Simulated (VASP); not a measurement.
# Si3Br (P4/mmm) in VASP: settings compared

Si3Br is run at these levels: PBEsol, PBE; tasks: single point.

Program: VASP 6.6.1. These are calculated values, not measurements. Logs are shortened: lines on timing, memory, paths and dates and some standing lists are left out, and cuts for length are marked.

### Step 1. The cell of the first run

It takes space group P4/mmm (No. 123, tetragonal). The conventional cell has a = 4.790 Å, b = 4.790 Å, c = 3.015 Å, α = 90.00°, β = 90.00°, γ = 90.00°. Within 3.7 Å of Si (site symmetry mmm) lie 10 Si at 2.83 to 3.39 Å and 4 Br at 2.83 Å. Within 3.7 Å of Si (site symmetry 4/mmm) lie 10 Si at 2.83 to 3.01 Å and 4 Br at 3.39 Å. Br (site symmetry 4/mmm) has 12 Si at 2.83 to 3.39 Å and 2 Br at 3.01 Å within 3.7 Å.

### Step 2. Single point, PBEsol

The input, INCAR:

```
ALGO     = Normal         # electronic algorithm
EDIFF    = 1E-7           # SCF threshold, eV
ENCUT    = 520            # plane-wave cutoff, eV
GGA      = PS             # functional
ISIF     = 2              # what is computed and relaxed
ISMEAR   = 0              # smearing method
LASPH    = T              # aspherical terms in the spheres
LCHARG   = T              # write CHGCAR
LELF     = T              # ELF
LREAL    = F              # projectors in reciprocal space
LVHAR    = T            
LWAVE    = F              # write WAVECAR
NBANDS   = 18             # bands
NELM     = 80             # most SCF steps
PREC     = Accurate       # precision mode
SIGMA    = 0.1            # smearing width, eV
```

The input, KPOINTS:

```
k-points
0
Gamma
  10 10 16
```

The input, POSCAR:

```
Si3Br
1.0
    4.7899581927      0.0000000000      0.0000000000
    0.0000000000      4.7899581927      0.0000000000
    0.0000000000      0.0000000000      3.0149038926
Si Br
3 1
Direct
    0.0000000000      0.5000000000      0.5000000000
    0.5000000000      0.0000000000      0.5000000000
    0.5000000000      0.5000000000      0.0000000000
    0.0000000000      0.0000000000      0.0000000000
```

Potentials or basis: VASP PAW PBE potentials, release 64 (Si, Br).

Run with:

```sh
$ cat potpaw_PBE.64/Si/POTCAR potpaw_PBE.64/Br/POTCAR > POTCAR
$ mpirun -np 1 vasp_std > vasp.out
```

OUTCAR:

```text
EDIFF = 1E-7
   ENCUT = 520
   GGA = PS
   ISIF = 2
   ISMEAR = 0
   LASPH = T
   LREAL = F
   NELM = 80
   PREC = Accurate

 ion  position               nearest neighbor table
   1  0.000  0.500  0.500-   3 2.83   4 2.83   3 2.83   4 2.83   4 2.83   4 2.83   3 2.83   3 2.83

   2  0.500  0.000  0.500-   3 2.83   4 2.83   3 2.83   4 2.83   3 2.83   3 2.83   4 2.83   4 2.83

   3  0.500  0.500  0.000-   1 2.83   2 2.83   1 2.83   2 2.83   2 2.83   2 2.83   1 2.83   1 2.83

   4  0.000  0.000  0.000-   1 2.83   2 2.83   1 2.83   2 2.83   1 2.83   1 2.83   2 2.83   2 2.83

  LATTYP: Found a simple tetragonal cell.
 ALAT       =     4.7899581927
 C/A-ratio  =     0.6294217551

  Lattice vectors:

 A1 = (   4.7899581927,   0.0000000000,   0.0000000000)
 A2 = (   0.0000000000,   4.7899581927,   0.0000000000)
 A3 = (   0.0000000000,   0.0000000000,   3.0149038926)

Analysis of symmetry for initial positions (statically):
=====================================================================
 Subroutine PRICEL returns:
 Original cell was already a primitive cell.

 Routine SETGRP: Setting up the symmetry group for a
 simple tetragonal supercell.

 Subroutine GETGRP returns: Found 16 space group operations
 (whereof 16 operations were pure point group operations)
 out of a pool of 16 trial point group operations.

The static configuration has the point symmetry D_4h.

Analysis of symmetry for dynamics (positions and initial velocities):
=====================================================================
 Subroutine PRICEL returns:
 Original cell was already a primitive cell.

 Routine SETGRP: Setting up the symmetry group for a
 simple tetragonal supercell.

 Subroutine GETGRP returns: Found 16 space group operations
 (whereof 16 operations were pure point group operations)
 out of a pool of 16 trial point group operations.

The dynamic configuration has the point symmetry D_4h.

 Subroutine INISYM returns: Found 16 space group operations
 (whereof 16 operations are pure point group operations),
 and found     1 'primitive' translations

----------------------------------------------------------------------------------------

                                     Primitive cell

  volume of cell :      69.1730

  direct lattice vectors                    reciprocal lattice vectors
     4.789958193  0.000000000  0.000000000     0.208770089  0.000000000  0.000000000
     0.000000000  4.789958193  0.000000000     0.000000000  0.208770089  0.000000000
     0.000000000  0.000000000  3.014903893     0.000000000  0.000000000  0.331685531

  length of vectors
     4.789958193  4.789958193  3.014903893     0.208770089  0.208770089  0.331685531

  position of ions in fractional coordinates (direct lattice)
     0.000000000  0.500000000  0.500000000
     0.500000000  0.000000000  0.500000000
     0.500000000  0.500000000  0.000000000
     0.000000000  0.000000000  0.000000000

  ion indices of the primitive-cell ions
   primitive index   ion index
                 1           1
                 2           2
                 3           3
                 4           4

----------------------------------------------------------------------------------------

 KPOINTS: k-points

Automatic generation of k-mesh.
 Grid dimensions read from file:
 generate k-points for:   10   10   16

 Generating k-lattice:

  Cartesian coordinates                     Fractional coordinates (reciprocal lattice)
     0.020877009  0.000000000  0.000000000     0.100000000  0.000000000  0.000000000
     0.000000000  0.020877009  0.000000000     0.000000000  0.100000000  0.000000000
     0.000000000  0.000000000  0.020730346     0.000000000  0.000000000  0.062500000

  Length of vectors
     0.020877009  0.020877009  0.020730346

  Shift w.r.t. Gamma in fractional coordinates (k-lattice)
     0.000000000  0.000000000  0.000000000

 Subroutine IBZKPT returns following result:
 ===========================================

 Found    189 irreducible k-points:

 Following reciprocal coordinates:
            Coordinates               Weight
  0.000000  0.000000  0.000000      1.000000
  0.100000  0.000000  0.000000      4.000000
  0.200000  0.000000  0.000000      4.000000
  0.300000  0.000000  0.000000      4.000000
  0.400000  0.000000  0.000000      4.000000
  0.500000  0.000000  0.000000      2.000000
[... 16 lines left out ...]
  0.100000  0.000000  0.062500      8.000000
  0.200000  0.000000  0.062500      8.000000
 [... further k-points ...]
   k-points           NKPTS =    189   k-points in BZ     NKDIM =    189   number of bands    NBANDS=     18
   number of dos      NEDOS =    301   number of ions     NIONS =      4
   total plane-waves  NPLWV =  31104
   dimension x,y,z NGX =    36 NGY =   36 NGZ =   24
   dimension x,y,z NGXF=    72 NGYF=   72 NGZF=   48
   ions per type =               3   1
   NGX,Y,Z   is equivalent  to a cutoff of  12.49, 12.49, 13.23 a.u.
   NGXF,Y,Z  is equivalent  to a cutoff of  24.99, 24.99, 26.47 a.u.
 SYSTEM =  unknown system
   PREC   = accura    normal or accurate (medium, high low for compatibility)
   ISTART =      0    job   : 0-new  1-cont  2-samecut
   ICHARG =      2    charge: 1-file 2-atom 10-const
   ISPIN  =      1    spin polarized calculation?
   LNONCOLLINEAR =      F non collinear calculations
   LSORBIT =      F    spin-orbit coupling
   LASPH  =      T    aspherical Exc in radial PAW
   ENCUT  =  520.0 eV  38.22 Ry    6.18 a.u.   8.91  8.91  5.61*2*pi/ulx,y,z
   NELM   =     80;   NELMIN=  2; NELMDL= -5     # of ELM steps
   EDIFF  = 0.1E-06   stopping-criterion for ELM
   LREAL  =      F    real-space projection
   EDIFFG = 0.1E-05   stopping-criterion for IOM
   NSW    =      0    number of steps for IOM
   IBRION =     -1    ionic relax: 0-MD 1-quasi-New 2-CG
   NFREE  =      0    steps in history (QN), initial steepest desc. (CG)
   ISIF   =      2    stress and relaxation
   ISYM   =      2    0-nonsym 1-usesym 2-fastsym
   POTIM  = 0.5000    time-step for ionic-motion
   TEBEG  =    0.0;   TEEND  =   0.0 temperature during run
   PSTRESS=    0.0 pullay stress
   NELECT =      19.0000    total number of electrons
   NUPDOWN=      -1.0000    fix difference up-down
   EMIN   =  10.00;   EMAX   =-10.00  energy-range for DOS
   EFERMI =   0.00;   METHOD = LEGACY
   ISMEAR =     0;   SIGMA  =   0.10  broadening in eV -4-tet -1-fermi 0-gaus
   EFERMI_NEDOS =   21; number of points for ismear=-14 and -15
   IALGO  =     38    algorithm
   IMIX   =      4    mixing-type and parameters
     AMIX     =   0.40;   BMIX     =  1.00
     AMIX_MAG =   1.60;   BMIX_MAG =  1.00
  volume/ion in A,a.u.               =      17.29       116.70
  Fermi-wavevector in a.u.,A,eV,Ry     =   1.064177  2.011002 15.408216  1.132472
  Thomas-Fermi vector in A             =   2.199686
   LORBIT       =      0    0 simple, 1 ext, 2 COOP (PROOUT), +10 PAW based schemes
   GGA     = PS    functional components
   LHFCALC =     F    Hartree Fock is set to
   AEXX    =    0.0000 exact exchange contribution
   IVDW    =     0    specifies the selected vdW correction
   LEPSILON=     F    determine dielectric tensor
   LRPA    =     F    only Hartree local field effects (RPA)
 non-spin polarized calculation
 Gauss-broadening in eV      SIGMA  =   0.10
  energy-cutoff  :      520.00
  volume of cell :       69.17
 maximum number of plane-waves:      1892
 NGX is ok and might be reduce to    36
   NGX = 17   NGY = 17   NGZ = 11

 number of electron      18.9999998 magnetization

 Free energy of the ion-electron system (eV)
  ---------------------------------------------------
  ext. energy  EPLUGINS =         0.00000000
  ---------------------------------------------------
  free energy    TOTEN  =       -16.70330903 eV

  energy without entropy =      -16.69341905  energy(sigma->0) =      -16.69836404

 E-fermi :   8.1001     XC(G=0): -10.7824

 val. band max:        8.0890546318   @ k =   0.5000   0.3000   0.0000
 cond. band min:       8.1002285515   @ k =   0.3000   0.2000   0.4375
 fundamental gap:      0.0111739197
 Fermi energy:         8.1000514460

 k-point     1 :       0.0000    0.0000    0.0000
  band No.  band energies     occupation
      1      -9.7930      2.00000
      2      -2.7312      2.00000
      3       0.5068      2.00000
      4       0.5068      2.00000
      5       0.5543      2.00000
      6       4.9194      2.00000
[... 10 lines left out ...]
     17      16.6485      0.00000
     18      16.6504      0.00000

 k-point     2 :       0.1000    0.0000    0.0000
  band No.  band energies     occupation
      1      -9.7783      2.00000
      2      -2.8098      2.00000
      3      -0.1325      2.00000
      4       0.5461      2.00000
      5       1.4586      2.00000
      6       4.0530      2.00000
[... 10 lines left out ...]
     17      16.6295      0.00000
     18      16.6889      0.00000

 k-point     3 :       0.2000    0.0000    0.0000
  band No.  band energies     occupation
      1      -9.7390      2.00000
      2      -3.0315      2.00000
      3      -0.4689      2.00000
      4       0.6573      2.00000
      5       2.5097      2.00000
      6       3.2213      2.00000
[... 10 lines left out ...]
     17      16.1383      0.00000
     18      16.7071      0.00000

 k-point     4 :       0.3000    0.0000    0.0000
  band No.  band energies     occupation
      1      -9.6885      2.00000
      2      -3.3166      2.00000
      3      -0.5213      2.00000
      4       0.8168      2.00000
      5       2.3002      2.00000
      6       3.9282      2.00000
[... 375 lines left out ...]
      4       0.5616      2.00000
      5       0.6145      2.00000
      6       4.6585      2.00000
[... 10 lines left out ...]
     17      15.7622      0.00000
     18      16.3597      0.00000

 k-point    23 :       0.1000    0.0000    0.0625
  band No.  band energies     occupation
      1      -9.7361      2.00000
      2      -2.7590      2.00000
      3      -0.0750      2.00000
      4       0.6007      2.00000
      5       1.5131      2.00000
      6       4.0269      2.00000
[... 10 lines left out ...]
     17      15.7863      0.00000
     18      16.2896      0.00000

 k-point    24 :       0.2000    0.0000    0.0625
  band No.  band energies     occupation
      1      -9.6972      2.00000
      2      -2.9770      2.00000
      3      -0.4144      2.00000
      4       0.7115      2.00000
      5       2.5605      2.00000
      6       3.2389      2.00000
[... 10 lines left out ...]
     17      15.7531      0.00000
     18      15.8533      0.00000

 [... further k-points ...]

------------------------ aborting loop because EDIFF is reached ----------------------------------------

  FORCE on cell =-STRESS in cart. coord.  units (eV):
  Direction    XX          YY          ZZ          XY          YZ          ZX
  --------------------------------------------------------------------------------------
  -------------------------------------------------------------------------------------
  Total        0.0415828      0.0415828      0.0357509      0.0000000      0.0000000     -0.0000000
  in kB        0.9631353      0.9631353      0.8280570      0.0000000      0.0000000     -0.0000000
  external PRESSURE =       0.9181092 kB  Pullay stress =       0.0000000 kB

 VOLUME and BASIS-vectors are now :
 -----------------------------------------------------------------------------
  energy-cutoff  :      520.00
  volume of cell :       69.17
      direct lattice vectors                 reciprocal lattice vectors
     4.789958193  0.000000000  0.000000000     0.208770089  0.000000000  0.000000000
     0.000000000  4.789958193  0.000000000     0.000000000  0.208770089  0.000000000
     0.000000000  0.000000000  3.014903893     0.000000000  0.000000000  0.331685531

 POSITION                                       TOTAL-FORCE (eV/Angst)
 -----------------------------------------------------------------------------------
      0.00000      2.39498      1.50745         0.000000      0.000000      0.000000
      2.39498      0.00000      1.50745         0.000000      0.000000      0.000000
      2.39498      2.39498      0.00000         0.000000      0.000000      0.000000
      0.00000      0.00000      0.00000         0.000000      0.000000      0.000000
 -----------------------------------------------------------------------------------
    total drift:                               -0.000000     -0.000000      0.000000

  FREE ENERGIE OF THE ION-ELECTRON SYSTEM (eV)
  ---------------------------------------------------
  free  energy   TOTEN  =       -16.7033090299 eV

  energy  without entropy=      -16.6934190520  energy(sigma->0) =      -16.69836404
```

Run time: 84 s. Hardware: 1 thread of AMD EPYC 9R45 (Zen 5), shared host; peak memory 0.3 GiB.

What came out:

```
Free energy            : -16.7033 eV
Pressure               : 0.1 GPa
Band gap on the k mesh : zero (an odd number of electrons rules out a gap without spin polarisation)
```

Caveat: the PAW data sets were made with another functional, which shifts forces and pressure a little; an odd number of electrons without spin polarisation forces a metal; a magnetic or distorted state may lie lower.

### Step 3. Single point, PBE

This run uses another cell than the first one, of 18.23 Å³/atom.

The input, INCAR:

```
SYSTEM = Si3Br
  PREC = Accurate
  ENCUT = 520
  EDIFF = 1E-7
  ISMEAR = 0
  SIGMA = 0.1
  LREAL = .False.
  LASPH = .True.
  NELM = 60
  ALGO = Normal
  ISIF = 2
  LWAVE = .False.
  LCHARG = .True.
  GGA = PE
  LELF = .True.
  LVHAR = .True.
  NBANDS = 18
```

The input, KPOINTS:

```
regular mesh
0
Gamma
  10 10 16
  0 0 0
```

The input, POSCAR:

```
Si3Br
1.0
    4.8687079244      0.0000000000      0.0000000000
    0.0000000000      4.8687079244      0.0000000000
    0.0000000000      0.0000000000      3.0766851283
Si Br
3 1
Direct
    0.0000000000      0.5000000000      0.5000000000
    0.5000000000      0.0000000000      0.5000000000
    0.5000000000      0.5000000000      0.0000000000
    0.0000000000      0.0000000000      0.0000000000
```

Potentials or basis: VASP PAW PBE potentials, release 64 (Si, Br).

Run with:

```sh
$ cat potpaw_PBE.64/Si/POTCAR potpaw_PBE.64/Br/POTCAR > POTCAR
$ mpirun -np 1 vasp_std > vasp.out
```

It took 90 s on 1 thread of AMD EPYC 9R45 (Zen 5), shared host; peak memory 0.31 GiB.

The run converged. Its results:

* Free energy: -14.9751 eV
* Pressure: 0.0 GPa
* Band gap on the k mesh: zero (an odd number of electrons rules out a gap without spin polarisation)

Levels at points of the mesh, in eV from the Fermi level:
| k point | band 6 | band 7 | band 8 | band 9 | band 10 | band 11 | band 12 | band 13 | band 14 | band 15 |
| --- | --- | --- | --- | --- | --- | --- | --- | --- | --- | --- |
| (0.00, 0.00, 0.00) | -3.37 | -2.67 | -2.67 | -2.33 | 2.41 | 2.94 | 3.79 | 4.59 | 4.59 | 5.23 |
| (0.50, 0.00, 0.00) | -4.23 | -2.17 | -2.09 | -0.17 | 2.61 | 2.77 | 2.85 | 4.08 | 4.79 | 6.25 |
| (0.50, 0.50, 0.00) | -2.35 | -2.05 | -0.84 | 1.27 | 1.36 | 2.43 | 2.43 | 2.91 | 3.83 | 3.83 |
| (0.00, 0.00, 0.50) | -4.89 | -4.52 | -2.71 | -2.08 | -2.08 | 0.51 | 0.51 | 0.82 | 0.93 | 1.96 |
| (0.50, 0.00, 0.50) | -4.01 | -3.84 | -3.72 | -2.07 | -0.76 | -0.68 | -0.54 | 1.03 | 3.01 | 4.11 |
| (0.50, 0.50, 0.50) | -6.42 | -6.18 | -5.24 | -0.20 | -0.20 | 3.09 | 3.50 | 3.65 | 5.24 | 5.26 |

Caveat: an odd number of electrons without spin polarisation forces a metal; a magnetic or distorted state may lie lower.

### Step 4. Single point, PBE

This run uses another cell than the first one, of 18.23 Å³/atom.

The input, INCAR:

```
PREC = Accurate
ENCUT = 520
EDIFF = 1E-6
ISMEAR = 0
SIGMA = 0.1
LREAL = False
LASPH = True
NELM = 80
ALGO = Normal
ISIF = 2
LWAVE = False
LCHARG = True
GGA = PE
LELF = True
LVHAR = True
NBANDS = 18
```

The input, KPOINTS:

```
regular mesh
0
Gamma
  12 12 12
```

The input, POSCAR:

```
Si3Br
1.0
    4.8637810603      0.0000000000      0.0000000000
    0.0000000000      4.8637810603      0.0000000000
    0.0000000000      0.0000000000      3.0826518911
Si Br
3 1
Direct
    0.0000000000      0.5000000000      0.5000000000
    0.5000000000      0.0000000000      0.5000000000
    0.5000000000      0.5000000000      0.0000000000
    0.0000000000      0.0000000000      0.0000000000
```

Run with:

```sh
$ cat potpaw_PBE.64/Si/POTCAR potpaw_PBE.64/Br/POTCAR > POTCAR
$ mpirun -np 1 vasp_std > vasp.out
```

Wall time 88 s (1 thread of AMD EPYC 9R45 (Zen 5), shared host); peak memory 0.31 GiB.

The run converged. Its results:

```yaml
Free_energy: -14.9859 eV
Pressure: 0.0 GPa
Band_gap_on_the_k_mesh: zero (an odd number of electrons rules out a gap without spin polarisation)
```

Levels at points of the mesh, in eV from the Fermi level:
```
           k point  band 8  band 9  band 10  band 11  band 12  band 13
(0.00, 0.00, 0.00)   -2.62   -2.35     2.45     2.92     3.78     4.61
(0.50, 0.00, 0.00)   -2.05   -0.13     2.59     2.79     2.88     4.10
(0.50, 0.50, 0.00)   -0.82    1.32     1.42     2.48     2.48     2.96
(0.00, 0.00, 0.50)   -2.67   -2.06    -2.06     0.54     0.54     0.87
(0.50, 0.00, 0.50)   -3.69   -2.04    -0.74    -0.66    -0.51     1.08
(0.50, 0.50, 0.50)   -5.22   -0.17    -0.17     3.12     3.54     3.69
```

Caveat: an odd number of electrons without spin polarisation forces a metal; a magnetic or distorted state may lie lower.

### Step 5. The runs side by side

| level | cell | k mesh | gap on the mesh (eV) | pressure (GPa) |
| --- | --- | --- | --- | --- |
| PBEsol | a = 4.790, b = 4.790, c = 3.015 Å, 4 atoms | 10 × 10 × 16 | none | 0.1 |
| PBE | a = 4.869, b = 4.869, c = 3.077 Å, 4 atoms | 10 × 10 × 16 | none | 0.0 |
| PBE | a = 4.864, b = 4.864, c = 3.083 Å, 4 atoms | 12 × 12 × 12 | none | 0.0 |

Alike in all rows: task single point; potentials or basis VASP PAW PBE potentials, release 64 (Si, Br); no spin polarisation; cutoff (eV) 520; smearing gaussian 0.1 eV.

Caveats: an odd number of electrons without spin polarisation forces a metal; a magnetic or distorted state may lie lower; the PAW data sets were made with another functional, which shifts forces and pressure a little (at least some runs).

Absolute energies hang on the potentials; compare differences alone.
